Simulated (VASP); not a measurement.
# TiB2 (P6/mmm) in VASP: notebook

TiB2 is run at these levels: LDA, PBEsol; tasks: single point.

Program: VASP 6.6.1. These are calculated values, not measurements. Logs are shortened: lines on timing, memory, paths and dates and some standing lists are left out, and cuts for length are marked.

### 1 The cell of the first run

The structure is hexagonal, space group P6/mmm (No. 191). The conventional cell has a = 3.049 Å, b = 3.049 Å, c = 3.250 Å, α = 90.00°, β = 90.00°, γ = 120.00°. Ti (site symmetry 6/mmm) has 12 B at 2.40 Å and 6 Ti at 3.05 Å within 3.2 Å. Within 2.3 Å of B (site symmetry -6m2) lie 3 B at 1.76 Å.

### 2 Single point, LDA (volume scaled by 1.02)

INCAR reads:

```
PREC = Accurate ; ENCUT = 520
EDIFF = 1E-6 ; ISMEAR = -1
SIGMA = 0.05 ; LREAL = False
LASPH = True ; NELM = 100
ALGO = Normal ; ISIF = 2
LWAVE = False ; LCHARG = False
NBANDS = 16
```

KPOINTS reads:

```
Automatic mesh
0
Gamma
  10 10 8
```

POSCAR reads:

```
TiB2
1.0
    3.0492615118      0.0000000000      0.0000000000
   -1.5246307559      2.6407379320      0.0000000000
    0.0000000000      0.0000000000      3.2497807555
Ti B
1 2
Direct
    0.0000000000      0.0000000000      0.0000000000
    0.6666666667      0.3333333333      0.5000000000
    0.3333333333      0.6666666667      0.5000000000
```

Potentials or basis: VASP PAW LDA potentials, release 64 (Ti_sv, B).

Command:

```sh
$ cat potpaw_LDA.64/Ti_sv/POTCAR potpaw_LDA.64/B/POTCAR > POTCAR
$ mpirun -np 1 vasp_std > vasp.out
```

OUTCAR:

```text
PREC = Accurate
   ENCUT = 520
   EDIFF = 1E-6
   ISMEAR = -1
   LREAL = False
   LASPH = True
   NELM = 100
   ISIF = 2

 ion  position               nearest neighbor table
   1  0.000  0.000  0.000-   2 2.40   3 2.40   2 2.40   3 2.40   3 2.40   3 2.40   2 2.40   2 2.40
                             2 2.40   2 2.40   3 2.40   3 2.40
   2  0.667  0.333  0.500-   3 1.76   3 1.76   3 1.76   1 2.40   1 2.40   1 2.40   1 2.40   1 2.40
                             1 2.40
   3  0.333  0.667  0.500-   2 1.76   2 1.76   2 1.76   1 2.40   1 2.40   1 2.40   1 2.40   1 2.40
                             1 2.40

  LATTYP: Found a hexagonal cell.
 ALAT       =     3.0492615118
 C/A-ratio  =     1.0657599366

  Lattice vectors:

 A1 = (   3.0492615118,   0.0000000000,   0.0000000000)
 A2 = (  -1.5246307559,   2.6407379320,   0.0000000000)
 A3 = (   0.0000000000,   0.0000000000,   3.2497807555)

Analysis of symmetry for initial positions (statically):
=====================================================================
 Subroutine PRICEL returns:
 Original cell was already a primitive cell.

 Routine SETGRP: Setting up the symmetry group for a
 hexagonal supercell.

 Subroutine GETGRP returns: Found 24 space group operations
 (whereof 24 operations were pure point group operations)
 out of a pool of 24 trial point group operations.

The static configuration has the point symmetry D_6h.

Analysis of symmetry for dynamics (positions and initial velocities):
=====================================================================
 Subroutine PRICEL returns:
 Original cell was already a primitive cell.

 Routine SETGRP: Setting up the symmetry group for a
 hexagonal supercell.

 Subroutine GETGRP returns: Found 24 space group operations
 (whereof 24 operations were pure point group operations)
 out of a pool of 24 trial point group operations.

The dynamic configuration has the point symmetry D_6h.

 Subroutine INISYM returns: Found 24 space group operations
 (whereof 24 operations are pure point group operations),
 and found     1 'primitive' translations

----------------------------------------------------------------------------------------

                                     Primitive cell

  volume of cell :      26.1682

  direct lattice vectors                    reciprocal lattice vectors
     3.049261512  0.000000000  0.000000000     0.327948258  0.189341015  0.000000000
[... 82 lines left out ...]
   ISPIN  =      1    spin polarized calculation?
   LNONCOLLINEAR =      F non collinear calculations
   LSORBIT =      F    spin-orbit coupling
   LASPH  =      T    aspherical Exc in radial PAW
   ENCUT  =  520.0 eV  38.22 Ry    6.18 a.u.   5.67  5.67  6.04*2*pi/ulx,y,z
   NELM   =    100;   NELMIN=  2; NELMDL= -5     # of ELM steps
   EDIFF  = 0.1E-05   stopping-criterion for ELM
   LREAL  =      F    real-space projection
   EDIFFG = 0.1E-04   stopping-criterion for IOM
   NSW    =      0    number of steps for IOM
   IBRION =     -1    ionic relax: 0-MD 1-quasi-New 2-CG
   NFREE  =      0    steps in history (QN), initial steepest desc. (CG)
   ISIF   =      2    stress and relaxation
   ISYM   =      2    0-nonsym 1-usesym 2-fastsym
   POTIM  = 0.5000    time-step for ionic-motion
   TEBEG  =    0.0;   TEEND  =   0.0 temperature during run
   PSTRESS=    0.0 pullay stress
   NELECT =      18.0000    total number of electrons
   NUPDOWN=      -1.0000    fix difference up-down
   EMIN   =  10.00;   EMAX   =-10.00  energy-range for DOS
   EFERMI =   0.00;   METHOD = LEGACY
   ISMEAR =    -1;   SIGMA  =   0.05  broadening in eV -4-tet -1-fermi 0-gaus
   EFERMI_NEDOS =   21; number of points for ismear=-14 and -15
   IALGO  =     38    algorithm
   IMIX   =      4    mixing-type and parameters
     AMIX     =   0.40;   BMIX     =  1.00
     AMIX_MAG =   1.60;   BMIX_MAG =  1.00
  volume/ion in A,a.u.               =       8.72        58.86
  Fermi-wavevector in a.u.,A,eV,Ry     =   1.445132  2.730904 28.414513  2.088408
  Thomas-Fermi vector in A             =   2.563349
   LORBIT       =      0    0 simple, 1 ext, 2 COOP (PROOUT), +10 PAW based schemes
   GGA     = CA    functional components
   LHFCALC =     F    Hartree Fock is set to
   AEXX    =    0.0000 exact exchange contribution
   IVDW    =     0    specifies the selected vdW correction
   LEPSILON=     F    determine dielectric tensor
   LRPA    =     F    only Hartree local field effects (RPA)
 non-spin polarized calculation
  energy-cutoff  :      520.00
  volume of cell :       26.17
 maximum number of plane-waves:       721
 NGX is ok and might be reduce to    24
   NGX = 11   NGY = 11   NGZ = 13

 number of electron      18.0000002 magnetization

 Free energy of the ion-electron system (eV)
  ---------------------------------------------------
  ext. energy  EPLUGINS =         0.00000000
  ---------------------------------------------------
  free energy    TOTEN  =       -26.83747268 eV

  energy without entropy =      -26.83108615  energy(sigma->0) =      -26.83427942

 E-fermi :   9.6362     XC(G=0): -12.8573

 val. band max:        9.6100017787   @ k =   0.2000   0.2000   0.1250
 cond. band min:       9.6394417850   @ k =   0.3000   0.2000   0.0000
 fundamental gap:      0.0294400063
 Fermi energy:         9.6361769001

 k-point     1 :       0.0000    0.0000    0.0000
  band No.  band energies     occupation
      1     -46.5878      2.00000
      2     -23.3205      2.00000
      3     -23.0176      2.00000
      4     -23.0176      2.00000
      5      -3.4840      2.00000
      6       7.1561      2.00000
[... 433 lines left out ...]
      3     -23.2789      2.00000
      4     -23.1259      2.00000
      5       0.1176      2.00000
      6       1.5291      2.00000
[... 8 lines left out ...]
     15      18.1760      0.00000
     16      19.0914      0.00000

 [... further k-points ...]
[... 5 lines left out ...]
  --------------------------------------------------------------------------------------
  -------------------------------------------------------------------------------------
  Total       -2.4825862     -2.4825862     -2.4818098      0.0000000      0.0000000      0.0000000
  in kB     -151.9990508   -151.9990508   -151.9515192      0.0000000      0.0000000      0.0000000
  external PRESSURE =    -151.9832070 kB  Pullay stress =       0.0000000 kB

 VOLUME and BASIS-vectors are now :
 -----------------------------------------------------------------------------
  energy-cutoff  :      520.00
  volume of cell :       26.17
      direct lattice vectors                 reciprocal lattice vectors
     3.049261512  0.000000000  0.000000000     0.327948258  0.189341015  0.000000000
    -1.524630756  2.640737932  0.000000000     0.000000000  0.378682030  0.000000000
     0.000000000  0.000000000  3.249780755     0.000000000  0.000000000  0.307713066

 POSITION                                       TOTAL-FORCE (eV/Angst)
 -----------------------------------------------------------------------------------
      0.00000      0.00000      0.00000         0.000000      0.000000      0.000000
      1.52463      0.88025      1.62489         0.000000     -0.000000      0.000000
     -0.00000      1.76049      1.62489        -0.000000      0.000000     -0.000000
 -----------------------------------------------------------------------------------
    total drift:                               -0.000000      0.000000      0.000000

  FREE ENERGIE OF THE ION-ELECTRON SYSTEM (eV)
  ---------------------------------------------------
  free  energy   TOTEN  =       -26.8374726834 eV

  energy  without entropy=      -26.8310861477  energy(sigma->0) =      -26.83427942
```

OSZICAR:

```text
N       E                     dE             d eps       ncg     rms          rms(c)
DAV:   1     0.121080206817E+03    0.12108E+03   -0.89704E+03  2240   0.127E+03
DAV:   2    -0.248049373194E+02   -0.14589E+03   -0.14062E+03  2424   0.343E+02
DAV:   3    -0.319029471021E+02   -0.70980E+01   -0.70210E+01  3232   0.736E+01
DAV:   4    -0.320783947159E+02   -0.17545E+00   -0.17534E+00  2776   0.103E+01
DAV:   5    -0.320827488736E+02   -0.43542E-02   -0.43539E-02  3200   0.136E+00    0.159E+01
DAV:   6    -0.268965557830E+02    0.51862E+01   -0.22003E+01  3200   0.485E+01    0.363E+00
DAV:   7    -0.268475731951E+02    0.48983E-01   -0.12713E+00  2456   0.132E+01    0.315E+00
DAV:   8    -0.268413787915E+02    0.61944E-02   -0.10060E-01  3688   0.267E+00    0.885E-01
DAV:   9    -0.268384658089E+02    0.29130E-02   -0.49844E-02  2784   0.286E+00    0.331E-01
DAV:  10    -0.268374525194E+02    0.10133E-02   -0.42775E-03  2928   0.757E-01    0.550E-02
DAV:  11    -0.268375014809E+02   -0.48961E-04   -0.65336E-04  3240   0.266E-01    0.634E-02
DAV:  12    -0.268374737267E+02    0.27754E-04   -0.13292E-04  2568   0.145E-01    0.121E-02
DAV:  13    -0.268374725327E+02    0.11940E-05   -0.64670E-06  2904   0.211E-02    0.402E-03
DAV:  14    -0.268374726834E+02   -0.15068E-06   -0.57076E-07  1608   0.672E-03
   1 F= -.26837473E+02 E0= -.26834279E+02  d E =-.638654E-02
```

Wall time 8.6 s (1 thread of Intel Xeon 6975P-C (Granite Rapids), shared host); peak memory 0.14 GiB.

What came out:

```yaml
Free_energy: -26.8375 eV
Pressure: -15.2 GPa
Band_gap_on_the_k_mesh: zero (band 9 reaches 10.06 eV, above the bottom of band 10 at 9.52 eV)
```

Levels at points of the mesh, in eV from the Fermi level:
```
           k point  band 5  band 6  band 7  band 8  band 9  band 10  band 11  band 12  band 13  band 14
(0.00, 0.00, 0.00)  -13.12   -2.48   -2.48   -2.18   -2.00     1.88     1.88     3.61     3.61     5.78
(0.50, 0.00, 0.00)   -9.08   -8.92   -3.12   -3.08   -2.14     1.35     2.71     3.18     3.41     7.35
(0.00, 0.00, 0.50)  -11.23   -7.37   -0.46   -0.46   -0.12    -0.12     0.47     0.47     1.63     6.55
(0.50, 0.00, 0.50)   -9.43   -7.29   -4.47   -3.66   -2.97     2.45     2.88     4.41     4.51     5.45
```

### 3 Single point, PBEsol (volume scaled by 1.02)

INCAR reads:

```
SYSTEM = TiB2
ALGO = Normal
EDIFF = 1E-6
ENCUT = 520
GGA = PS
ISIF = 2
ISMEAR = -1
LASPH = .TRUE.
LCHARG = .FALSE.
LREAL = .FALSE.
LWAVE = .FALSE.
NBANDS = 16
NELM = 80
PREC = Accurate
SIGMA = 0.05
```

KPOINTS reads:

```
k-points
0
G
  10 10 8
  0 0 0
```

POSCAR is that of step 2.

Potentials or basis: VASP PAW PBE potentials, release 64 (Ti_sv, B).

Command:

```sh
$ cat potpaw_PBE.64/Ti_sv/POTCAR potpaw_PBE.64/B/POTCAR > POTCAR
$ mpirun -np 1 vasp_std > vasp.out
```

OUTCAR:

```text
SYSTEM = TiB2
   EDIFF = 1E-6
   ENCUT = 520
   GGA = PS
   ISIF = 2
   ISMEAR = -1
   LASPH = .TRUE.
   LREAL = .FALSE.
   NELM = 80
   PREC = Accurate

 ion  position               nearest neighbor table
   1  0.000  0.000  0.000-   2 2.40   3 2.40   2 2.40   3 2.40   3 2.40   3 2.40   2 2.40   2 2.40
                             2 2.40   2 2.40   3 2.40   3 2.40
   2  0.667  0.333  0.500-   3 1.76   3 1.76   3 1.76   1 2.40   1 2.40   1 2.40   1 2.40   1 2.40
                             1 2.40
   3  0.333  0.667  0.500-   2 1.76   2 1.76   2 1.76   1 2.40   1 2.40   1 2.40   1 2.40   1 2.40
                             1 2.40

  LATTYP: Found a hexagonal cell.
[... 654 lines left out ...]
  --------------------------------------------------------------------------------------
  -------------------------------------------------------------------------------------
  Total       -1.4641793     -1.4641793     -1.6604133      0.0000000      0.0000000      0.0000000
  in kB      -89.6459744    -89.6459744   -101.6606197      0.0000000      0.0000000      0.0000000
  external PRESSURE =     -93.6508562 kB  Pullay stress =       0.0000000 kB

 VOLUME and BASIS-vectors are now :
 -----------------------------------------------------------------------------
  energy-cutoff  :      520.00
  volume of cell :       26.17
      direct lattice vectors                 reciprocal lattice vectors
     3.049261512  0.000000000  0.000000000     0.327948258  0.189341015  0.000000000
    -1.524630756  2.640737932  0.000000000     0.000000000  0.378682030  0.000000000
     0.000000000  0.000000000  3.249780755     0.000000000  0.000000000  0.307713066

 POSITION                                       TOTAL-FORCE (eV/Angst)
 -----------------------------------------------------------------------------------
      0.00000      0.00000      0.00000         0.000000      0.000000     -0.000000
      1.52463      0.88025      1.62489        -0.000000     -0.000000      0.000000
     -0.00000      1.76049      1.62489         0.000000      0.000000     -0.000000
 -----------------------------------------------------------------------------------
    total drift:                               -0.000000      0.000000      0.000000

  FREE ENERGIE OF THE ION-ELECTRON SYSTEM (eV)
  ---------------------------------------------------
  free  energy   TOTEN  =       -25.7558611494 eV

  energy  without entropy=      -25.7494932404  energy(sigma->0) =      -25.75267719
```

Wall time 9.1 s (1 thread of Intel Xeon 6975P-C (Granite Rapids), shared host); peak memory 0.15 GiB.

Results:

| Property | Result |
| --- | --- |
| Free energy | -25.7559 eV |
| Pressure | -9.4 GPa |
| Band gap on the k mesh | zero (band 9 reaches 10.05 eV, above the bottom of band 10 at 9.51 eV) |

Stress tensor (GPa, compression positive):
```
 -8.96   0.00   0.00
  0.00  -8.96   0.00
  0.00   0.00 -10.17
```

Caveat: the PAW data sets were made with another functional, which shifts forces and pressure a little.
